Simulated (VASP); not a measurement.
# Lu (P6_3/mmc) in VASP: single point with PBE

Aim: the single point of Lu with PBE.

All numbers are computed with VASP 6.6.1; they aren't measurements. Logs are shortened: lines on timing, memory, paths and dates and some standing lists are left out, and cuts for length are marked.

## (1) The cell of the first run

Symmetry: P6_3/mmc, No. 194, hexagonal system. Conventional cell: a = 3.426 Å, b = 3.426 Å, c = 10.982 Å, α = 90.00°, β = 90.00°, γ = 120.00°. Within 4.4 Å of Lu (site symmetry -3m) lie 12 Lu at 3.38 to 3.43 Å. Within 4.4 Å of Lu (site symmetry -6m2) lie 12 Lu at 3.38 to 3.43 Å.

## (2) Single point, PBE (27.91 Å³/atom)

INCAR reads:

```
PREC     = Accurate       # precision mode
ENCUT    = 520            # plane-wave cutoff, eV
EDIFF    = 1E-6           # SCF threshold, eV
ISMEAR   = -1             # smearing method
SIGMA    = 0.1            # smearing width, eV
LREAL    = False          # projectors in reciprocal space
LASPH    = True           # aspherical terms in the spheres
NELM     = 60             # most SCF steps
ALGO     = Normal         # electronic algorithm
ISIF     = 2              # what is computed and relaxed
LWAVE    = False          # write WAVECAR
LCHARG   = True           # write CHGCAR
GGA      = PE             # functional
LELF     = True           # ELF
LVHAR    = True         
NBANDS   = 58             # bands
```

KPOINTS reads:

```
Automatic mesh
0
Gamma
  14 14 4
```

POSCAR reads:

```
Lu
1.0
    3.4261870447      0.0000000000      0.0000000000
   -1.7130935224      2.9671650189      0.0000000000
    0.0000000000      0.0000000000     10.9819226531
Lu
4
Direct
    0.0000000000      0.0000000000      1.0000000000
    0.0000000000      0.0000000000      0.5000000000
    0.3333333333      0.6666666667      0.2500000000
    0.6666666667      0.3333333333      0.7500000000
```

Potentials or basis: VASP PAW PBE potentials, release 64 (Lu).

Command:

```sh
cat potpaw_PBE.64/Lu/POTCAR > POTCAR
mpirun -np 1 vasp_std > vasp.out
```

OUTCAR:

```text
PREC = Accurate
   ENCUT = 520
   EDIFF = 1E-6
   ISMEAR = -1
   LREAL = False
   LASPH = True
   NELM = 60
   ISIF = 2
   GGA = PE

 ion  position               nearest neighbor table
   1  0.000  0.000  0.000-   3 3.38   4 3.38   4 3.38   3 3.38   4 3.38   3 3.38
   2  0.000  0.000  0.500-   3 3.38   4 3.38   4 3.38   3 3.38   4 3.38   3 3.38
   3  0.333  0.667  0.250-   1 3.38   2 3.38   1 3.38   2 3.38   1 3.38   2 3.38
   4  0.667  0.333  0.750-   1 3.38   2 3.38   1 3.38   2 3.38   1 3.38   2 3.38

  LATTYP: Found a hexagonal cell.
 ALAT       =     3.4261870447
 C/A-ratio  =     3.2052898776

  Lattice vectors:

 A1 = (   3.4261870447,   0.0000000000,   0.0000000000)
 A2 = (  -1.7130935224,   2.9671650189,   0.0000000000)
 A3 = (   0.0000000000,   0.0000000000,  10.9819226531)

Analysis of symmetry for initial positions (statically):
=====================================================================
 Subroutine PRICEL returns:
 Original cell was already a primitive cell.

 Routine SETGRP: Setting up the symmetry group for a
 hexagonal supercell.

 Subroutine GETGRP returns: Found 24 space group operations
 (whereof 12 operations were pure point group operations)
 out of a pool of 24 trial point group operations.

The static configuration has the point symmetry D_3d.
 The point group associated with its full space group is D_6h.

Analysis of symmetry for dynamics (positions and initial velocities):
=====================================================================
 Subroutine PRICEL returns:
 Original cell was already a primitive cell.

 Routine SETGRP: Setting up the symmetry group for a
 hexagonal supercell.

 Subroutine GETGRP returns: Found 24 space group operations
 (whereof 12 operations were pure point group operations)
 out of a pool of 24 trial point group operations.

The dynamic configuration has the point symmetry D_3d.
 The point group associated with its full space group is D_6h.

 Subroutine INISYM returns: Found 24 space group operations
 (whereof 12 operations are pure point group operations),
 and found     1 'primitive' translations

----------------------------------------------------------------------------------------

                                     Primitive cell

  volume of cell :     111.6429

  direct lattice vectors                    reciprocal lattice vectors
     3.426187045  0.000000000  0.000000000     0.291869646  0.168511019  0.000000000
    -1.713093522  2.967165019  0.000000000     0.000000000  0.337022037  0.000000000
     0.000000000  0.000000000 10.981922653     0.000000000  0.000000000  0.091058736

  length of vectors
     3.426187045  3.426187045 10.981922653     0.337022037  0.337022037  0.091058736

  position of ions in fractional coordinates (direct lattice)
     0.000000000  0.000000000  0.000000000
     0.000000000  0.000000000  0.500000000
     0.333333333  0.666666667  0.250000000
     0.666666667  0.333333333  0.750000000

  ion indices of the primitive-cell ions
   primitive index   ion index
                 1           1
                 2           2
                 3           3
                 4           4

----------------------------------------------------------------------------------------

 KPOINTS: Automatic mesh

Automatic generation of k-mesh.
 Grid dimensions read from file:
 generate k-points for:   14   14    4

 Generating k-lattice:

  Cartesian coordinates                     Fractional coordinates (reciprocal lattice)
     0.020847832  0.012036501  0.000000000     0.071428571 -0.000000000  0.000000000
     0.000000000  0.024073003  0.000000000     0.000000000  0.071428571  0.000000000
     0.000000000  0.000000000  0.022764684     0.000000000  0.000000000  0.250000000

  Length of vectors
     0.024073003  0.024073003  0.022764684

  Shift w.r.t. Gamma in fractional coordinates (k-lattice)
     0.000000000  0.000000000  0.000000000

 Subroutine IBZKPT returns following result:
 ===========================================

 Found     72 irreducible k-points:

 Following reciprocal coordinates:
            Coordinates               Weight
  0.000000  0.000000  0.000000      1.000000
  0.071429  0.000000  0.000000      6.000000
  0.142857  0.000000  0.000000      6.000000
  0.214286  0.000000  0.000000      6.000000
  0.285714  0.000000  0.000000      6.000000
  0.357143  0.000000  0.000000      6.000000
[... 16 lines left out ...]
  0.285714  0.285714  0.000000      6.000000
  0.357143  0.285714  0.000000      6.000000
 [... further k-points ...]
   k-points           NKPTS =     72   k-points in BZ     NKDIM =     72   number of bands    NBANDS=     58
   number of dos      NEDOS =    301   number of ions     NIONS =      4
   total plane-waves  NPLWV =  65856
   dimension x,y,z NGX =    28 NGY =   28 NGZ =   84
   dimension x,y,z NGXF=    56 NGYF=   56 NGZF=  168
   ions per type =               4
   NGX,Y,Z   is equivalent  to a cutoff of  13.59, 13.59, 12.72 a.u.
   NGXF,Y,Z  is equivalent  to a cutoff of  27.17, 27.17, 25.43 a.u.
 SYSTEM =  unknown system
   PREC   = accura    normal or accurate (medium, high low for compatibility)
   ISTART =      0    job   : 0-new  1-cont  2-samecut
   ICHARG =      2    charge: 1-file 2-atom 10-const
   ISPIN  =      1    spin polarized calculation?
   LNONCOLLINEAR =      F non collinear calculations
   LSORBIT =      F    spin-orbit coupling
   LASPH  =      T    aspherical Exc in radial PAW
   ENCUT  =  520.0 eV  38.22 Ry    6.18 a.u.   6.37  6.37 20.42*2*pi/ulx,y,z
   NELM   =     60;   NELMIN=  2; NELMDL= -5     # of ELM steps
   EDIFF  = 0.1E-05   stopping-criterion for ELM
   LREAL  =      F    real-space projection
   EDIFFG = 0.1E-04   stopping-criterion for IOM
   NSW    =      0    number of steps for IOM
   IBRION =     -1    ionic relax: 0-MD 1-quasi-New 2-CG
   NFREE  =      0    steps in history (QN), initial steepest desc. (CG)
   ISIF   =      2    stress and relaxation
   ISYM   =      2    0-nonsym 1-usesym 2-fastsym
   POTIM  = 0.5000    time-step for ionic-motion
   TEBEG  =    0.0;   TEEND  =   0.0 temperature during run
   PSTRESS=    0.0 pullay stress
   NELECT =     100.0000    total number of electrons
   NUPDOWN=      -1.0000    fix difference up-down
   EMIN   =  10.00;   EMAX   =-10.00  energy-range for DOS
   EFERMI =   0.00;   METHOD = LEGACY
   ISMEAR =    -1;   SIGMA  =   0.10  broadening in eV -4-tet -1-fermi 0-gaus
   EFERMI_NEDOS =   21; number of points for ismear=-14 and -15
   IALGO  =     38    algorithm
   IMIX   =      4    mixing-type and parameters
     AMIX     =   0.40;   BMIX     =  1.00
     AMIX_MAG =   1.60;   BMIX_MAG =  1.00
  volume/ion in A,a.u.               =      27.91       188.35
  Fermi-wavevector in a.u.,A,eV,Ry     =   1.578088  2.982153 33.883412  2.490361
  Thomas-Fermi vector in A             =   2.678671
   LORBIT       =      0    0 simple, 1 ext, 2 COOP (PROOUT), +10 PAW based schemes
   GGA     = PE    functional components
   LHFCALC =     F    Hartree Fock is set to
   AEXX    =    0.0000 exact exchange contribution
   IVDW    =     0    specifies the selected vdW correction
   LEPSILON=     F    determine dielectric tensor
   LRPA    =     F    only Hartree local field effects (RPA)
 non-spin polarized calculation
  energy-cutoff  :      520.00
  volume of cell :      111.64
 maximum number of plane-waves:      3033
 NGX is ok and might be reduce to    28
   NGX = 13   NGY = 13   NGZ = 41

 number of electron     100.0000000 magnetization

 number of electron      99.9999978 magnetization

 Free energy of the ion-electron system (eV)
  ---------------------------------------------------
  ext. energy  EPLUGINS =         0.00000000
  ---------------------------------------------------
  free energy    TOTEN  =       -18.07500981 eV

  energy without entropy =      -17.88163771  energy(sigma->0) =      -17.97832376

 E-fermi :   2.4224     XC(G=0): -10.8680

 val. band max:        2.4217453799   @ k =   0.3571   0.0714   0.2500
 cond. band min:       2.4237556330   @ k =   0.1429   0.0714   0.0000
 fundamental gap:      0.0020102530
 Fermi energy:         2.4223981408

 k-point     1 :       0.0000    0.0000    0.0000
  band No.  band energies     occupation
      1     -53.6938      2.00000
      2     -53.6782      2.00000
      3     -53.6693      2.00000
      4     -53.6537      2.00000
      5     -24.6770      2.00000
      6     -24.3992      2.00000
[... 50 lines left out ...]
     57       5.0231      0.00000
     58       5.1406      0.00000

 k-point     2 :       0.0714    0.0000    0.0000
  band No.  band energies     occupation
      1     -53.6923      2.00000
      2     -53.6771      2.00000
      3     -53.6683      2.00000
      4     -53.6530      2.00000
      5     -24.6676      2.00000
      6     -24.4023      2.00000
[... 50 lines left out ...]
     57       5.1179      0.00000
     58       5.1771      0.00000

 k-point     3 :       0.1429    0.0000    0.0000
  band No.  band energies     occupation
      1     -53.6880      2.00000
      2     -53.6741      2.00000
      3     -53.6652      2.00000
      4     -53.6512      2.00000
      5     -24.6407      2.00000
      6     -24.4154      2.00000
[... 1216 lines left out ...]
      3     -53.6455      2.00000
      4     -53.6442      2.00000
      5     -24.5656      2.00000
      6     -24.5526      2.00000
[... 50 lines left out ...]
     57       5.1098      0.00000
     58       5.3111      0.00000

 k-point    24 :       0.3571    0.2857    0.0000
  band No.  band energies     occupation
      1     -53.6539      2.00000
      2     -53.6537      2.00000
      3     -53.6448      2.00000
      4     -53.6445      2.00000
      5     -24.5588      2.00000
      6     -24.5376      2.00000
[... 50 lines left out ...]
     57       5.3196      0.00000
     58       5.4035      0.00000

 [... further k-points ...]

------------------------ aborting loop because EDIFF is reached ----------------------------------------

  FORCE on cell =-STRESS in cart. coord.  units (eV):
  Direction    XX          YY          ZZ          XY          YZ          ZX
  --------------------------------------------------------------------------------------
  -------------------------------------------------------------------------------------
  Total        1.4077746      1.4077746      1.4949773     -0.0000000      0.0000000      0.0000000
  in kB       20.2028461     20.2028461     21.4542844     -0.0000000      0.0000000      0.0000000
  external PRESSURE =      20.6199922 kB  Pullay stress =       0.0000000 kB

 VOLUME and BASIS-vectors are now :
 -----------------------------------------------------------------------------
  energy-cutoff  :      520.00
  volume of cell :      111.64
      direct lattice vectors                 reciprocal lattice vectors
     3.426187045  0.000000000  0.000000000     0.291869646  0.168511019  0.000000000
    -1.713093522  2.967165019  0.000000000     0.000000000  0.337022037  0.000000000
     0.000000000  0.000000000 10.981922653     0.000000000  0.000000000  0.091058736

 POSITION                                       TOTAL-FORCE (eV/Angst)
 -----------------------------------------------------------------------------------
      0.00000      0.00000      0.00000        -0.000000      0.000000      0.000000
      0.00000      0.00000      5.49096         0.000000      0.000000      0.000000
     -0.00000      1.97811      2.74548         0.000000     -0.000000      0.000000
      1.71309      0.98906      8.23644        -0.000000      0.000000     -0.000000
 -----------------------------------------------------------------------------------
    total drift:                                0.000000     -0.000000      0.000000

  FREE ENERGIE OF THE ION-ELECTRON SYSTEM (eV)
  ---------------------------------------------------
  free  energy   TOTEN  =       -18.0750098103 eV

  energy  without entropy=      -17.8816377076  energy(sigma->0) =      -17.97832376
```

It took 15 min on 1 thread of AMD EPYC 7R43 (Zen 3), shared host; peak memory 0.42 GiB.

Results:

```
Free energy            : -18.0750 eV
Pressure               : 2.1 GPa
Band gap on the k mesh : zero (bands 50 and 51 overlap by 1.48 eV)
```

Levels at points of the mesh, in eV from the Fermi level:
```
           k point  band 48  band 49  band 50  band 51  band 52  band 53
(0.00, 0.00, 0.00)    -2.57     0.59     1.03     1.09     2.06     2.06
(0.50, 0.00, 0.00)    -1.66    -0.64    -0.48    -0.37     0.36     1.01
(0.00, 0.00, 0.50)    -3.13     0.55     0.55     1.97     1.97     2.21
(0.50, 0.00, 0.50)    -1.85    -0.64    -0.64     0.11     0.11     1.48
```

Caveat: spin-orbit coupling is left out, which moves the levels of the heavy elements.
